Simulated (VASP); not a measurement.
A run of VASP 6.6.1 is set up as follows.

INCAR

```
PREC = Accurate ; ENCUT = 520
EDIFF = 1E-6 ; ISMEAR = 0
SIGMA = 0.1 ; LREAL = False
LASPH = True ; NELM = 80
ALGO = Normal ; ISIF = 2
LWAVE = False ; LCHARG = True
GGA = PE ; LELF = True
LVHAR = True ; NBANDS = 42
```

Contents of KPOINTS:

```
Automatic mesh
0
Gamma
  6 6 8
```

File POSCAR:

```
Ca3GeBiH4
1.0
    7.0830601940      0.0000000000      0.0000000000
   -3.5415300970      6.1341100646      0.0000000000
    0.0000000000      0.0000000000      5.1840344867
Ca Ge Bi H
3 1 1 4
Direct
    0.5000000000      0.0000000000      0.5000000000
    0.0000000000      0.5000000000      0.5000000000
    0.5000000000      0.5000000000      0.5000000000
    0.0000000000      0.0000000000      0.0000000000
    0.0000000000      0.0000000000      0.5000000000
    0.3333333333      0.6666666667      0.5000000000
    0.6666666667      0.3333333333      0.5000000000
    0.3333333333      0.6666666667      0.0000000000
    0.6666666667      0.3333333333      0.0000000000
```

Potentials or basis: VASP PAW PBE potentials, release 64 (Ca_sv, Ge_d, Bi_d, H).

Command:

```console
$ cat potpaw_PBE.64/Ca_sv/POTCAR potpaw_PBE.64/Ge_d/POTCAR potpaw_PBE.64/Bi_d/POTCAR potpaw_PBE.64/H/POTCAR > POTCAR
$ mpirun -np 1 vasp_std > vasp.out
```

Q: Predict the pressure.

A: 0.0 GPa.

Q: Predict the band gap on the k mesh.

A: Zero (an odd number of electrons rules out a gap without spin polarisation).

Stress tensor (GPa, compression positive):
```
 0.05  0.00  0.00
 0.00  0.05  0.00
 0.00  0.00 -0.08
```

Caveat: spin-orbit coupling is left out, which moves the levels of the heavy elements.
